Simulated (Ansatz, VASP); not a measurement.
## One calculation of Ir2Pt, two programs

```
Ir Pt
1.0
     4.41343    0.00000    0.00000
    -2.20671    3.82214    0.00000
     0.00000    0.00000    2.72612
Ir Pt
2 1
Cartesian
  0.0000 2.5481 1.3631
  2.2067 1.2740 1.3631
  0.0000 0.0000 0.0000
```

Alike in both runs: functional PBE; k mesh 12 × 12 × 16; occupations gaussian, width 0.1 eV; no spin polarisation.

Ansatz relaxed the structure, and its values are those at the end. VASP's run is a single point on that final structure, the one shown.

|  | VASP | Ansatz |
| --- | --- | --- |
| version | VASP 6.6.1 | Ansatz 0.2.0 |
| potentials or method | VASP PAW PBE potentials, release 64 (Ir, Pt), cutoff 520 eV | scalar-relativistic, plane waves, PAW |
| valence electrons in the cell | 28 | 52 |

|  | VASP | Ansatz | Ansatz less VASP |
| --- | --- | --- | --- |
| gap on the k mesh at the Fermi level (eV) | none | none | - |
| pressure (GPa) | 0.0 | 0.0 | -0.04 |

A gap of «none» marks a metal or a gap that the smearing closes. The functional is the same, so the differences come from potentials, cutoffs and numerics. VASP's potentials hold 28 valence electrons a cell and Ansatz's 52, so a difference there can come from the potentials and not from the codes.

Neither program's run includes spin-orbit coupling.
